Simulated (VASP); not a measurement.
Here is a VASP 6.6.1 calculation.

Contents of INCAR:

```
ALGO = Normal ; EDIFF = 1E-6
EDIFFG = -0.005 ; ENCUT = 600
GGA = PE ; IBRION = 2
ISIF = 3 ; ISMEAR = -1
LASPH = True ; LCHARG = False
LREAL = False ; LWAVE = False
NELM = 100 ; NSW = 45
PREC = Accurate ; SIGMA = 0.05
```

The input KPOINTS:

```
k-points
0
Gamma
  12 12 12
```

The input POSCAR:

```
As
1.0
    0.0000000000      3.0533432482      3.0533432482
    3.0533432482      0.0000000000      3.0533432482
    3.0533432482      3.0533432482      0.0000000000
As
2
Direct
   -0.1250000000     -0.1250000000     -0.1250000000
    0.1250000000      0.1250000000      0.1250000000
```

Potentials or basis: VASP PAW PBE potentials, release 64 (As).

Run with:

```bash
$ cat potpaw_PBE.64/As/POTCAR > POTCAR
$ mpirun -np 1 vasp_std > vasp.out
```

What does it give for the relaxed cell?

a = 4.322 Å, b = 4.322 Å, c = 4.322 Å, α = 60.00°, β = 60.00°, γ = 60.00°.

What does it give for the relaxed volume?

28.55 Å³/atom.

What does it give for the band gap on the k mesh?

Zero (bands 5 and 6 overlap by 1.63 eV).

Final structure:
```xyz
2
Lattice="0.0000 3.0564 3.0564 3.0564 0.0000 3.0564 3.0564 3.0564 0.0000" Properties=species:S:1:pos:R:3 pbc="T T T"
As    5.3486    5.3486    5.3486
As    0.7641    0.7641    0.7641
```
